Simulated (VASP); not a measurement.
Crystal: Pd.

```
Pd
1.0
     0.00000    1.95965    1.91573
     1.95965    0.00000    1.91573
     1.95965    1.95965    0.00000
Pd
1
Direct
  0.00000 0.00000 0.00000
```

Base run:

```yaml
Program: VASP 6.6.1
Functional: PBE
Dispersion: D3(BJ)
Potentials_or_basis: VASP PAW PBE potentials, release 64 (Pd)
Cutoff: 520 eV
k_mesh: 18 × 18 × 18
Occupations: fermi-dirac, width 0.05 eV
Spin: no spin polarisation
```

Its results: band gap on the k mesh zero (band 5 reaches 10.18 eV, above the bottom of band 6 at 8.54 eV); pressure -0.3 GPa.

Problem. The run is repeated on the same cell with these changes: dispersion from D3(BJ) to none. What comes out?

Solution. Band gap on the k mesh zero (band 5 reaches 10.18 eV, above the bottom of band 6 at 8.54 eV); pressure 7.3 GPa.

Dispersion adds attraction, which lowers the pressure at fixed volume and, as a term added to the energy, leaves the levels alone.

Caveats: pairwise dispersion overbinds metals, which lowers pressure and volume (some runs).
